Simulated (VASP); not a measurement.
# TiAl3 (I4/mmm) in VASP: further runs

Runs on TiAl3. Level: PBE. Tasks: single point.

Program: VASP 6.6.1. These are calculated values, not measurements. Logs are shortened: lines on timing, memory, paths and dates and some standing lists are left out, and cuts for length are marked.

## Step 1: The cell of the first run

Symmetry: I4/mmm, No. 139, tetragonal system. The conventional cell has a = 3.845 Å, b = 3.845 Å, c = 7.329 Å, α = 90.00°, β = 90.00°, γ = 90.00°. Within 3.5 Å of Ti (site symmetry 4/mmm) lie 12 Al at 2.66 to 2.72 Å. Al (site symmetry 4/mmm) has 8 Al at 2.66 Å and 4 Ti at 2.72 Å within 3.5 Å. Al (site symmetry -4m2) has 4 Ti at 2.66 Å and 8 Al at 2.66 to 2.72 Å within 3.5 Å.

## Step 2: Single point, PBE (strain -0.1500 x Voigt [0, 0, 1, 0, 0, 0])

Input file INCAR:

```
SYSTEM = TiAl3
  PREC = Accurate
  ENCUT = 520
  EDIFF = 1E-6
  ISMEAR = 0
  SIGMA = 0.15
  LREAL = .FALSE.
  LASPH = .TRUE.
  NELM = 60
  ALGO = Fast
  ISIF = 2
  LWAVE = .FALSE.
  LCHARG = .FALSE.
  GGA = PE
  NBANDS = 18
```

Input file KPOINTS:

```
regular mesh
0
G
  18 18 18
  0 0 0
```

Input file POSCAR:

```
TiAl3
1.0
   -1.9226734292      1.9226734292      3.6646940771
    1.9226734292     -1.9226734292      3.6646940771
    1.9226734292      1.9226734292     -3.6646940771
Ti Al
1 3
Direct
    0.0000000000      0.0000000000      0.0000000000
    0.5000000000      0.5000000000      0.0000000000
    0.7500000000      0.2500000000      0.5000000000
    0.2500000000      0.7500000000      0.5000000000
```

Potentials or basis: VASP PAW PBE potentials, release 64 (Ti_sv, Al).

Launch:

```console
cat potpaw_PBE.64/Ti_sv/POTCAR potpaw_PBE.64/Al/POTCAR > POTCAR
mpirun -np 1 vasp_std > vasp.out
```

OUTCAR:

```text
SYSTEM = TiAl3
   PREC = Accurate
   ENCUT = 520
   EDIFF = 1E-6
   ISMEAR = 0
   LREAL = .FALSE.
   LASPH = .TRUE.
   NELM = 60
   ISIF = 2
   GGA = PE

 ion  position               nearest neighbor table
   1  0.000  0.000  0.000-   3 2.66   4 2.66   3 2.66   4 2.66   3 2.66   4 2.66   3 2.66   4 2.66
                             2 2.72   2 2.72   2 2.72   2 2.72
   2  0.500  0.500  0.000-   4 2.66   3 2.66   3 2.66   4 2.66   3 2.66   4 2.66   4 2.66   3 2.66
                             1 2.72   1 2.72   1 2.72   1 2.72
   3  0.750  0.250  0.500-   2 2.66   1 2.66   1 2.66   2 2.66   1 2.66   2 2.66   2 2.66   1 2.66
                             4 2.72   4 2.72   4 2.72   4 2.72
   4  0.250  0.750  0.500-   1 2.66   2 2.66   1 2.66   2 2.66   1 2.66   2 2.66   1 2.66   2 2.66
                             3 2.72   3 2.72   3 2.72   3 2.72

  LATTYP: Found a body centered tetragonal cell.
 ALAT       =     3.8453468584
 C/A-ratio  =     1.9060408395

  Lattice vectors:

 A1 = (  -1.9226734292,   1.9226734292,   3.6646940771)
 A2 = (   1.9226734292,  -1.9226734292,   3.6646940771)
 A3 = (   1.9226734292,   1.9226734292,  -3.6646940771)

Analysis of symmetry for initial positions (statically):
=====================================================================
 Subroutine PRICEL returns:
 Original cell was already a primitive cell.

 Routine SETGRP: Setting up the symmetry group for a
 body centered tetragonal supercell.

 Subroutine GETGRP returns: Found 16 space group operations
 (whereof 16 operations were pure point group operations)
 out of a pool of 16 trial point group operations.

The static configuration has the point symmetry D_4h.

Analysis of symmetry for dynamics (positions and initial velocities):
=====================================================================
 Subroutine PRICEL returns:
 Original cell was already a primitive cell.

 Routine SETGRP: Setting up the symmetry group for a
 body centered tetragonal supercell.

 Subroutine GETGRP returns: Found 16 space group operations
 (whereof 16 operations were pure point group operations)
 out of a pool of 16 trial point group operations.

The dynamic configuration has the point symmetry D_4h.

 Subroutine INISYM returns: Found 16 space group operations
 (whereof 16 operations are pure point group operations),
[... 93 lines left out ...]
   ICHARG =      2    charge: 1-file 2-atom 10-const
   ISPIN  =      1    spin polarized calculation?
   LNONCOLLINEAR =      F non collinear calculations
   LSORBIT =      F    spin-orbit coupling
   LASPH  =      T    aspherical Exc in radial PAW
   ENCUT  =  520.0 eV  38.22 Ry    6.18 a.u.   8.48  8.48  8.48*2*pi/ulx,y,z
   NELM   =     60;   NELMIN=  2; NELMDL= -5     # of ELM steps
   EDIFF  = 0.1E-05   stopping-criterion for ELM
   LREAL  =      F    real-space projection
   EDIFFG = 0.1E-04   stopping-criterion for IOM
   NSW    =      0    number of steps for IOM
   IBRION =     -1    ionic relax: 0-MD 1-quasi-New 2-CG
   NFREE  =      0    steps in history (QN), initial steepest desc. (CG)
   ISIF   =      2    stress and relaxation
   ISYM   =      2    0-nonsym 1-usesym 2-fastsym
   POTIM  = 0.5000    time-step for ionic-motion
   TEBEG  =    0.0;   TEEND  =   0.0 temperature during run
   PSTRESS=    0.0 pullay stress
   NELECT =      21.0000    total number of electrons
   NUPDOWN=      -1.0000    fix difference up-down
   EMIN   =  10.00;   EMAX   =-10.00  energy-range for DOS
   EFERMI =   0.00;   METHOD = LEGACY
   ISMEAR =     0;   SIGMA  =   0.15  broadening in eV -4-tet -1-fermi 0-gaus
   EFERMI_NEDOS =   21; number of points for ismear=-14 and -15
   IALGO  =     68    algorithm
   IMIX   =      4    mixing-type and parameters
     AMIX     =   0.40;   BMIX     =  1.00
     AMIX_MAG =   1.60;   BMIX_MAG =  1.00
  volume/ion in A,a.u.               =      13.55        91.42
  Fermi-wavevector in a.u.,A,eV,Ry     =   1.193562  2.255505 19.382729  1.424590
  Thomas-Fermi vector in A             =   2.329573
   LORBIT       =      0    0 simple, 1 ext, 2 COOP (PROOUT), +10 PAW based schemes
   GGA     = PE    functional components
   LHFCALC =     F    Hartree Fock is set to
   AEXX    =    0.0000 exact exchange contribution
   IVDW    =     0    specifies the selected vdW correction
   LEPSILON=     F    determine dielectric tensor
   LRPA    =     F    only Hartree local field effects (RPA)
 non-spin polarized calculation
 RMM-DIIS sequential band-by-band and
 Gauss-broadening in eV      SIGMA  =   0.15
  energy-cutoff  :      520.00
  volume of cell :       54.19
 maximum number of plane-waves:      1478
 NGX is ok and might be reduce to    36
   NGX = 17   NGY = 17   NGZ = 17

 number of electron      21.0000001 magnetization

 Free energy of the ion-electron system (eV)
  ---------------------------------------------------
  ext. energy  EPLUGINS =         0.00000000
  ---------------------------------------------------
  free energy    TOTEN  =       -19.46950138 eV

  energy without entropy =      -19.43166529  energy(sigma->0) =      -19.45058334

 E-fermi :  10.1211     XC(G=0): -11.3809

 val. band max:       10.1203336696   @ k =  -0.3333   0.5000   0.1667
 cond. band min:      10.1220189905   @ k =   0.4444   0.1111   0.0556
 fundamental gap:      0.0016853209
 Fermi energy:        10.1210648853

 k-point     1 :       0.0000    0.0000    0.0000
  band No.  band energies     occupation
      1     -46.0664      2.00000
      2     -22.4374      2.00000
      3     -22.4374      2.00000
      4     -22.3513      2.00000
      5      -0.9871      2.00000
      6       7.9450      2.00000
[... 481 lines left out ...]
      5      -0.3631      2.00000
      6       5.8714      2.00000
[... 10 lines left out ...]
     17      15.4285      0.00000
     18      16.0143      0.00000

 [... further k-points ...]
[... 5 lines left out ...]
  --------------------------------------------------------------------------------------
  -------------------------------------------------------------------------------------
  Total        5.2774201      5.2774201     14.4379878      0.0000000      0.0000000      0.0000000
  in kB      156.0355246    156.0355246    426.8826317      0.0000000      0.0000000      0.0000000
  external PRESSURE =     246.3178936 kB  Pullay stress =       0.0000000 kB

 VOLUME and BASIS-vectors are now :
 -----------------------------------------------------------------------------
  energy-cutoff  :      520.00
  volume of cell :       54.19
      direct lattice vectors                 reciprocal lattice vectors
    -1.922673429  1.922673429  3.664694077     0.000000000  0.260054564  0.136437037
     1.922673429 -1.922673429  3.664694077     0.260054564  0.000000000  0.136437037
     1.922673429  1.922673429 -3.664694077     0.260054564  0.260054564  0.000000000

 POSITION                                       TOTAL-FORCE (eV/Angst)
 -----------------------------------------------------------------------------------
      0.00000      0.00000      0.00000        -0.000000     -0.000000      0.000000
      0.00000      0.00000      3.66469        -0.000000     -0.000000      0.000000
     -0.00000      1.92267      1.83235        -0.000000     -0.000000      0.000000
      1.92267     -0.00000      1.83235         0.000000      0.000000     -0.000000
 -----------------------------------------------------------------------------------
    total drift:                               -0.000000      0.000000      0.000000

  FREE ENERGIE OF THE ION-ELECTRON SYSTEM (eV)
  ---------------------------------------------------
  free  energy   TOTEN  =       -19.4695013782 eV

  energy  without entropy=      -19.4316652925  energy(sigma->0) =      -19.45058334
```

OSZICAR:

```text
N       E                     dE             d eps       ncg     rms          rms(c)
DAV:   1     0.129249695773E+03    0.12925E+03   -0.93662E+03 17280   0.111E+03
DAV:   2    -0.123481739603E+02   -0.14160E+03   -0.13792E+03 17530   0.295E+02
DAV:   3    -0.210069274374E+02   -0.86588E+01   -0.84791E+01 26332   0.676E+01
[... 25 lines left out ...]
RMM:  29    -0.194694967283E+02   -0.98885E-06   -0.14830E-05 17348   0.132E-02    0.112E-02
RMM:  30    -0.194694989248E+02   -0.21965E-05   -0.27635E-05 17506   0.127E-02    0.116E-02
RMM:  31    -0.194694996081E+02   -0.68328E-06   -0.11419E-05 17019   0.122E-02    0.119E-02
RMM:  32    -0.194695009365E+02   -0.13284E-05   -0.18154E-05 18959   0.123E-02    0.130E-02
RMM:  33    -0.194695013782E+02   -0.44171E-06   -0.99565E-06 17310   0.115E-02
   1 F= -.19469501E+02 E0= -.19450583E+02  d E =-.378361E-01
```

stdout:

```text
POSCAR found type information on POSCAR TiAl
 POSCAR found :  2 types and       4 ions
 scaLAPACK will be used
 LDA part: xc-table for (Slater+PW92), standard interpolation
 POSCAR, INCAR and KPOINTS ok, starting setup
 FFT: planning ... GRIDC
 FFT: planning ... GRID_SOFT
 FFT: planning ... GRID
 WAVECAR not read
 entering main loop
WARNING in EDDRMM: call to ZHEGV failed, returncode =   8  4     14
WARNING in EDDRMM: call to ZHEGV failed, returncode =   6  3     11
WARNING in EDDRMM: call to ZHEGV failed, returncode =   6  3     10
WARNING in EDDRMM: call to ZHEGV failed, returncode =   6  3      5
WARNING in EDDRMM: call to ZHEGV failed, returncode =   8  4     16
WARNING in EDDRMM: call to ZHEGV failed, returncode =   6  3      8
WARNING in EDDRMM: call to ZHEGV failed, returncode =   6  3      8
WARNING in EDDRMM: call to ZHEGV failed, returncode =   8  4     15
WARNING in EDDRMM: call to ZHEGV failed, returncode =   6  3      7
WARNING in EDDRMM: call to ZHEGV failed, returncode =   8  4     17
WARNING in EDDRMM: call to ZHEGV failed, returncode =   8  4     16
WARNING in EDDRMM: call to ZHEGV failed, returncode =   6  3     18
WARNING in EDDRMM: call to ZHEGV failed, returncode =   8  4     17
```

Run time: 38 min. Hardware: 1 thread of Intel Xeon Platinum 8259CL at 2.50GHz (Skylake/Cascade Lake), shared host; peak memory 0.56 GiB.

Results:

| Property | Result |
| --- | --- |
| Free energy | -19.4695 eV |
| Pressure | 24.6 GPa |
| Band gap on the k mesh | zero (an odd number of electrons rules out a gap without spin polarisation) |

Stress tensor (GPa, compression positive):
```
15.60  0.00  0.00
 0.00 15.60  0.00
 0.00  0.00 42.69
```

Levels at points of the mesh, in eV from the Fermi level:
| k point | band 7 | band 8 | band 9 | band 10 | band 11 | band 12 | band 13 | band 14 | band 15 | band 16 |
| --- | --- | --- | --- | --- | --- | --- | --- | --- | --- | --- |
| (0.00, 0.00, 0.00) | -2.13 | -2.13 | -1.98 | -1.62 | 0.46 | 1.09 | 1.09 | 2.24 | 2.55 | 4.66 |
| (0.50, 0.00, 0.00) | -3.86 | -2.26 | -1.97 | -0.10 | 0.18 | 1.30 | 1.52 | 2.20 | 3.21 | 5.00 |
| (0.50, 0.50, 0.00) | -4.94 | -4.18 | -3.33 | -2.01 | -0.73 | 1.48 | 1.71 | 3.43 | 4.22 | 4.22 |
| (0.50, 0.50, 0.50) | -3.14 | -2.01 | -2.01 | -0.59 | 0.55 | 0.55 | 0.86 | 3.44 | 5.52 | 7.16 |

Caveat: the cell differs from its parent crystal (strain -0.1500 x Voigt [0, 0, 1, 0, 0, 0]); the stress differs along the axes, from 16 to 43 GPa.

## Step 3: Single point, PBE (strain -0.0750 x Voigt [0, 0, 1, 0, 0, 0])

Input file INCAR:

```
SYSTEM = TiAl3
PREC     = Accurate       ! precision mode
ENCUT    = 520            ! plane-wave cutoff, eV
EDIFF    = 1E-7           ! SCF threshold, eV
ISMEAR   = 0              ! smearing method
SIGMA    = 0.15           ! smearing width, eV
LREAL    = .False.        ! projectors in reciprocal space
LASPH    = .True.         ! aspherical terms in the spheres
NELM     = 100            ! most SCF steps
ALGO     = Fast           ! electronic algorithm
ISIF     = 2              ! what is computed and relaxed
LWAVE    = .False.        ! write WAVECAR
LCHARG   = .False.        ! write CHGCAR
GGA      = PE             ! functional
NBANDS   = 18             ! bands
```

Input file KPOINTS:

```
Automatic mesh
0
Gamma
  18 18 18
  0 0 0
```

Input file POSCAR:

```
TiAl3
1.0
   -1.9226734292      1.9226734292      3.9880494369
    1.9226734292     -1.9226734292      3.9880494369
    1.9226734292      1.9226734292     -3.9880494369
Ti Al
1 3
Direct
    0.0000000000      0.0000000000      0.0000000000
    0.5000000000      0.5000000000      0.0000000000
    0.7500000000      0.2500000000      0.5000000000
    0.2500000000      0.7500000000      0.5000000000
```

Potentials or basis: VASP PAW PBE potentials, release 64 (Ti_sv, Al).

Launch:

```console
cat potpaw_PBE.64/Ti_sv/POTCAR potpaw_PBE.64/Al/POTCAR > POTCAR
mpirun -np 1 vasp_std > vasp.out
```

Run time: 73 min. Hardware: 1 thread of Intel Xeon Platinum 8259CL at 2.50GHz (Skylake/Cascade Lake), shared host; peak memory 0.6 GiB.

Results (log left out):

- Free energy: -20.3982 eV
- Pressure: 9.8 GPa
- Band gap on the k mesh: zero (an odd number of electrons rules out a gap without spin polarisation)

Stress tensor (GPa, compression positive):
```
 5.07  0.00  0.00
 0.00  5.07  0.00
 0.00  0.00 19.36
```

Levels at points of the mesh, in eV from the Fermi level:
```
           k point  band 7  band 8  band 9  band 10  band 11  band 12  band 13  band 14  band 15  band 16
(0.00, 0.00, 0.00)   -2.15   -1.70   -1.60    -1.60     0.72     1.45     1.45     2.19     2.45     4.22
(0.50, 0.00, 0.00)   -3.67   -2.63   -1.40    -0.13     0.36     1.72     1.76     2.75     2.93     4.82
(0.50, 0.50, 0.00)   -4.60   -3.91   -2.97    -2.09    -0.88     1.68     1.88     3.12     3.33     3.69
(0.50, 0.50, 0.50)   -2.46   -1.38   -1.38    -0.32     0.65     0.65     0.94     3.25     5.10     6.49
```

Caveat: the cell differs from its parent crystal (strain -0.0750 x Voigt [0, 0, 1, 0, 0, 0]); the stress differs along the axes, from 5 to 19 GPa.

## Step 4: Single point, PBE (strain +0.0375 x Voigt [0, 0, 1, 0, 0, 0])

Input file INCAR:

```
PREC     = Accurate       # precision mode
ENCUT    = 520            # plane-wave cutoff, eV
EDIFF    = 1E-6           # SCF threshold, eV
ISMEAR   = 0              # smearing method
SIGMA    = 0.15           # smearing width, eV
LREAL    = False          # projectors in reciprocal space
LASPH    = True           # aspherical terms in the spheres
NELM     = 80             # most SCF steps
ALGO     = Fast           # electronic algorithm
ISIF     = 2              # what is computed and relaxed
LWAVE    = False          # write WAVECAR
LCHARG   = False          # write CHGCAR
GGA      = PE             # functional
NBANDS   = 18             # bands
```

Input file KPOINTS:

```
regular mesh
0
Gamma
  18 18 18
```

Input file POSCAR:

```
TiAl3
1.0
   -1.9226734292      1.9226734292      4.4730824765
    1.9226734292     -1.9226734292      4.4730824765
    1.9226734292      1.9226734292     -4.4730824765
Ti Al
1 3
Direct
    0.0000000000      0.0000000000      0.0000000000
    0.5000000000      0.5000000000      0.0000000000
    0.7500000000      0.2500000000      0.5000000000
    0.2500000000      0.7500000000      0.5000000000
```

Potentials or basis: VASP PAW PBE potentials, release 64 (Ti_sv, Al).

Launch:

```console
cat potpaw_PBE.64/Ti_sv/POTCAR potpaw_PBE.64/Al/POTCAR > POTCAR
mpirun -np 1 vasp_std > vasp.out
```

OUTCAR:

```text
PREC = Accurate
   ENCUT = 520
   EDIFF = 1E-6
   ISMEAR = 0
   LREAL = False
   LASPH = True
   NELM = 80
   ISIF = 2
   GGA = PE

 ion  position               nearest neighbor table
   1  0.000  0.000  0.000-   2 2.72   2 2.72   2 2.72   2 2.72   4 2.95   3 2.95   4 2.95   4 2.95
                             3 2.95   3 2.95   4 2.95   3 2.95
   2  0.500  0.500  0.000-   1 2.72   1 2.72   1 2.72   1 2.72   4 2.95   3 2.95   4 2.95   3 2.95
                             4 2.95   4 2.95   3 2.95   3 2.95
   3  0.750  0.250  0.500-   4 2.72   4 2.72   4 2.72   4 2.72   2 2.95   1 2.95   2 2.95   1 2.95
                             2 2.95   2 2.95   1 2.95   1 2.95
   4  0.250  0.750  0.500-   3 2.72   3 2.72   3 2.72   3 2.72   2 2.95   1 2.95   2 2.95   2 2.95
                             1 2.95   1 2.95   2 2.95   1 2.95

  LATTYP: Found a body centered tetragonal cell.
 ALAT       =     3.8453468584
 C/A-ratio  =     2.3264910247

  Lattice vectors:

 A1 = (  -1.9226734292,   1.9226734292,   4.4730824765)
 A2 = (   1.9226734292,  -1.9226734292,   4.4730824765)
 A3 = (   1.9226734292,   1.9226734292,  -4.4730824765)

Analysis of symmetry for initial positions (statically):
=====================================================================
 Subroutine PRICEL returns:
[... 175 lines left out ...]

 E-fermi :   7.8080     XC(G=0): -10.5709

 val. band max:        7.7937028119   @ k =   0.2222   0.0000   0.0000
 cond. band min:       7.8083992270   @ k =  -0.1111   0.2778   0.1111
 fundamental gap:      0.0146964151
 Fermi energy:         7.8079644206

 k-point     1 :       0.0000    0.0000    0.0000
  band No.  band energies     occupation
      1     -48.7903      2.00000
      2     -25.0860      2.00000
      3     -25.0860      2.00000
      4     -25.0330      2.00000
      5      -2.0345      2.00000
      6       4.6812      2.00000
[... 481 lines left out ...]
      5      -1.4482      2.00000
      6       3.9945      2.00000
[... 10 lines left out ...]
     17      11.8657      0.00000
     18      13.1877      0.00000

 [... further k-points ...]
[... 5 lines left out ...]
  --------------------------------------------------------------------------------------
  -------------------------------------------------------------------------------------
  Total       -0.5638131     -0.5638131     -3.0479186      0.0000000      0.0000000      0.0000000
  in kB      -13.6573933    -13.6573933    -73.8305313      0.0000000      0.0000000      0.0000000
  external PRESSURE =     -33.7151060 kB  Pullay stress =       0.0000000 kB

 VOLUME and BASIS-vectors are now :
 -----------------------------------------------------------------------------
  energy-cutoff  :      520.00
  volume of cell :       66.14
      direct lattice vectors                 reciprocal lattice vectors
    -1.922673429  1.922673429  4.473082477     0.000000000  0.260054564  0.111779741
     1.922673429 -1.922673429  4.473082477     0.260054564  0.000000000  0.111779741
     1.922673429  1.922673429 -4.473082477     0.260054564  0.260054564  0.000000000

 POSITION                                       TOTAL-FORCE (eV/Angst)
 -----------------------------------------------------------------------------------
      0.00000      0.00000      0.00000         0.000000      0.000000     -0.000000
      0.00000      0.00000      4.47308         0.000000      0.000000     -0.000000
     -0.00000      1.92267      2.23654         0.000000     -0.000000      0.000000
      1.92267     -0.00000      2.23654        -0.000000     -0.000000     -0.000000
 -----------------------------------------------------------------------------------
    total drift:                               -0.000000     -0.000000     -0.000000

  FREE ENERGIE OF THE ION-ELECTRON SYSTEM (eV)
  ---------------------------------------------------
  free  energy   TOTEN  =       -20.6135327559 eV

  energy  without entropy=      -20.5955263672  energy(sigma->0) =      -20.60452956
```

It took 52 min on 1 thread of Intel Xeon Platinum 8259CL at 2.50GHz (Skylake/Cascade Lake), shared host; peak memory 0.67 GiB.

Results:

```yaml
Free_energy: -20.6135 eV
Pressure: -3.4 GPa
Band_gap_on_the_k_mesh: zero (an odd number of electrons rules out a gap without spin polarisation)
```

Caveat: the cell differs from its parent crystal (strain +0.0375 x Voigt [0, 0, 1, 0, 0, 0]); the stress differs along the axes, from -7 to -1 GPa.

## Step 5: Overview

| cell | further INCAR settings | gap on the mesh (eV) | pressure (GPa) |
| --- | --- | --- | --- |
| a = 4.563 Å, angles 130.2, 130.2, 73.1°, 4 atoms | ALGO = Fast; EDIFF = 1e-06; NBANDS = 18 | none | 24.6 |
| a = 4.827 Å, angles 133.1, 133.1, 68.6°, 4 atoms | ALGO = Fast; EDIFF = 1e-07; NBANDS = 18 | none | 9.8 |
| a = 5.235 Å, angles 136.9, 136.9, 62.6°, 4 atoms | ALGO = Fast; EDIFF = 1e-06; NBANDS = 18 | none | -3.4 |

Alike in all rows: task single point; level PBE; potentials or basis VASP PAW PBE potentials, release 64 (Ti_sv, Al); no spin polarisation; k mesh 18 × 18 × 18; cutoff (eV) 520; smearing gaussian 0.15 eV.

Caveats: the stress differs along the axes, from 16 to 43 GPa (at least some runs); the stress differs along the axes, from 5 to 19 GPa (at least some runs); the stress differs along the axes, from -7 to -1 GPa (at least some runs).

Absolute energies hang on the potentials; compare differences alone.
